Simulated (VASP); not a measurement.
# SiGe3Ru: single point with PBE

Crystal: SiGe3Ru.

```xyz
5
Lattice="3.9207 0.0000 0.0000 0.0000 3.9207 0.0000 0.0000 0.0000 6.6095" Properties=species:S:1:pos:R:3 pbc="T T T"
Si    0.0000    0.0000    1.0860
Ge    0.0000    1.9604    2.9887
Ge    1.9604    0.0000    2.9887
Ge    1.9604    1.9604    0.2390
Ru    1.9604    1.9604    4.4137
```

The cell was generated, and may not be a known phase.

```json
{
 "Program": "VASP 6.6.1",
 "Task": "single point",
 "Functional": "PBE",
 "Potentials or basis": "VASP PAW PBE potentials, release 64 (Si, Ge_d, Ru_pv)",
 "Cutoff": "520 eV",
 "k mesh": "10 × 10 × 8",
 "Occupations": "gaussian, width 0.1 eV",
 "Spin": "no spin polarisation",
 "Dipole correction": "no",
 "Further INCAR settings": "ALGO = Normal; EDIFF = 1e-06; NBANDS = 38"
}
```

| Quantity | Value |
| --- | --- |
| Pressure | 0.1 GPa |
| Largest force | 0.035 eV/Å |
| Band gap on the k mesh | zero (bands 30 and 31 overlap by 1.54 eV) |

Forces on the atoms (eV/Å):
```
Si   0.000  0.000 -0.008
Ge   0.000  0.000 -0.016
Ge   0.000  0.000 -0.016
Ge   0.000  0.000  0.005
Ru   0.000  0.000  0.035
```

Levels at points of the mesh, in eV from the Fermi level:
```csv
k point,band 27,band 28,band 29,band 30,band 31,band 32,band 33,band 34
"(0.00, 0.00, 0.00)",-1.59,-1.07,-0.95,-0.82,1.40,1.94,1.94,3.97
"(0.50, 0.00, 0.00)",-2.08,-0.96,-0.73,0.11,0.41,0.60,1.53,3.51
"(0.50, 0.50, 0.00)",-1.74,-1.30,-0.98,-0.36,-0.36,0.27,0.27,0.52
"(0.00, 0.00, 0.50)",-1.18,-0.82,-0.71,-0.71,-0.31,0.38,0.38,3.78
"(0.50, 0.00, 0.50)",-1.20,-0.35,-0.04,0.15,0.41,0.60,1.63,2.59
"(0.50, 0.50, 0.50)",-1.49,-1.49,-0.98,-0.91,-0.65,1.59,1.83,1.83
```

Wall time 5 min on 1 thread of Intel(R) Xeon(R) Platinum 8559C (Emerald Rapids), with other jobs on the host, peak memory 0.45 GiB.
